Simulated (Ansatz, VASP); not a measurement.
# MgI2 in VASP and in Ansatz

```xyz
3
Lattice="2.0178 1.2001 6.8923 -2.0178 1.2001 6.8923 0.0000 -2.4003 6.8923" Properties=species:S:1:pos:R:3 pbc="T T T"
Mg    0.0000    0.0000    0.0000
I     0.0000   -0.0078    5.2074
I     0.0000    0.0078   15.4697
```

Change from the starting cell: uniaxial_x strain -2.9%.

Alike in both runs: task single point; functional r2SCAN; k mesh 8 × 8 × 8; no spin polarisation.

|  | VASP | Ansatz |
| --- | --- | --- |
| version | VASP 6.6.1 | Ansatz 0.2.0 |
| potentials or method | VASP PAW PBE potentials, release 64 (Mg, I) | plane waves, PAW |
| plane-wave cutoff (eV) | 520 | 500 |
| occupations | gaussian, width 0.01 eV | fixed |
| valence electrons in the cell | 16 | 44 |

|  | VASP | Ansatz | Ansatz less VASP |
| --- | --- | --- | --- |
| gap on the k mesh at the Fermi level (eV) | 3.69 | 3.72 | +0.028 |
| pressure (GPa) | 1.3 | 1.4 | +0.13 |
| traceless stress, the component that is largest in VASP (GPa) | 0.88 | 0.88 | +0.002 |
| rms of the force components (eV/Å) | 0.020 | 0.011 | -0.0084 |

VASP's potentials were made for PBE, not for r2SCAN. Atom by atom the forces differ by 0.008 eV/Å (rms over components). VASP's potentials hold 16 valence electrons a cell and Ansatz's 44, so a difference there can come from the potentials and not from the codes.

Spin-orbit coupling is off throughout.
